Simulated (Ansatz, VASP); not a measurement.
**KMgF3 in VASP and in Ansatz**

INCAR

```
SYSTEM = KMgF3
PREC = Accurate
ENCUT = 520
EDIFF = 1E-7
ISMEAR = -1
SIGMA = 0.05
LREAL = .False.
LASPH = .True.
NELM = 100
ALGO = Normal
ISIF = 2
LWAVE = .False.
LCHARG = .False.
GGA = PE
NBANDS = 24
```

KPOINTS

```
Automatic mesh
0
Gamma
  6 6 6
  0 0 0
```

Contents of POSCAR:

```
KMgF3
1.0
    3.9859000000      0.0398590000      0.0000000000
    0.0398590000      3.9859000000      0.0000000000
    0.0000000000      0.0000000000      3.9859000000
K Mg F
1 1 3
Direct
    0.5000000000      0.5000000000      0.5000000000
    0.0000000000      0.0000000000      0.0000000000
    0.0000000000      0.0000000000      0.5000000000
    0.0000000000      0.5000000000      0.0000000000
    0.5000000000      0.0000000000      0.0000000000
```

Contents of input.yaml:

```yaml
crystal:
  lattice:
    - [3.9859, 0.039859, 0.0]
    - [0.039859, 3.9859, 0.0]
    - [0.0, 0.0, 3.9859]
  atoms:
    - { symbol: K, position: [0.5, 0.5, 0.5] }
    - { symbol: Mg, position: [0.0, 0.0, 0.0] }
    - { symbol: F, position: [0.0, 0.0, 0.5] }
    - { symbol: F, position: [0.0, 0.5, 0.0] }
    - { symbol: F, position: [0.5, 0.0, 0.0] }
hamiltonian:
  xc: pbe
  pseudopotentials: { kind: paw }
kpoints:
  mp_grid: { grid: [6, 6, 6] }
scf:
  occupations: { method: fermi_dirac, width: 0.05 }
output:
  forces: true
  stress: true
  eigenvalues: true
```

Alike in both runs: task single point; functional PBE; k mesh 6 × 6 × 6; occupations fermi-dirac, width 0.05 eV; no spin polarisation.

|  | VASP | Ansatz |
| --- | --- | --- |
| version | VASP 6.6.1 | Ansatz 0.2.0 |
| potentials or method | VASP PAW PBE potentials, release 64 (K_sv, Mg, F) | Ansatz PAW |
| plane-wave cutoff (eV) | 520 | 420 |
| valence electrons in the cell | 32 | 40 |

```csv
,VASP,Ansatz,Ansatz less VASP
gap on the k mesh at the Fermi level (eV),7.30,7.33,+0.030
least direct gap on the mesh (eV),7.59,7.61,+0.027
pressure (GPa),3.4,3.8,+0.41
"traceless stress, the component that is largest in VASP (GPa)",-0.97,-0.96,+0.013
```

VASP's potentials hold 32 valence electrons a cell and Ansatz's 40, so a difference there can come from the potentials and not from the codes.
